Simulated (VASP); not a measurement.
Set up this calculation in VASP 6.6.1, as the native input.

```
Task                   : single point
Functional             : PBE
Potentials or basis    : VASP PAW PBE potentials, release 64 (Pt, Rb_sv)
Cutoff                 : 520 eV
k mesh                 : 5 × 5 × 5
Occupations            : fermi-dirac, width 0.05 eV
Spin                   : no spin polarisation
Dipole correction      : no
Further INCAR settings : ALGO = Normal; EDIFF = 1e-06; NBANDS = 26
```

The structure of Rb3Pt lies in POSCAR:

```
Rb3Pt
1.0
    5.4987900000      0.0000000000      0.0000000000
    0.0000000000      5.4987900000      0.0000000000
    0.0000000000      0.0000000000      5.4987900000
Pt Rb
1 3
Direct
    0.5000000000      0.5000000000      0.5000000000
    0.5000000000      0.0000000000      0.0000000000
    0.0000000000      0.5000000000      0.0000000000
    0.0000000000      0.0000000000      0.5000000000
```

One way to write it, as run:

INCAR

```
SYSTEM = Rb3Pt
PREC     = Accurate       ! precision mode
ENCUT    = 520            ! plane-wave cutoff, eV
EDIFF    = 1E-6           ! SCF threshold, eV
ISMEAR   = -1             ! smearing method
SIGMA    = 0.05           ! smearing width, eV
LREAL    = .FALSE.        ! projectors in reciprocal space
LASPH    = .TRUE.         ! aspherical terms in the spheres
NELM     = 100            ! most SCF steps
ALGO     = Normal         ! electronic algorithm
ISIF     = 2              ! what is computed and relaxed
LWAVE    = .FALSE.        ! write WAVECAR
LCHARG   = .FALSE.        ! write CHGCAR
GGA      = PE             ! functional
NBANDS   = 26             ! bands
```

KPOINTS

```
regular mesh
0
G
  5 5 5
  0 0 0
```

Potentials or basis: VASP PAW PBE potentials, release 64 (Pt, Rb_sv).

The run is started by

```bash
$ cat potpaw_PBE.64/Pt/POTCAR potpaw_PBE.64/Rb_sv/POTCAR > POTCAR
$ mpirun -np 1 vasp_std > vasp.out
```

It gave:

```yaml
Pressure: -0.1 GPa
Band_gap_on_the_k_mesh: zero (an odd number of electrons rules out a gap without spin polarisation)
```

Caveat: spin-orbit coupling is left out, which moves the levels of the heavy elements.

Run time: 21 s on 1 thread of Intel(R) Xeon(R) 6975P-C (Granite Rapids) (shared host), peak memory 0.26 GiB.
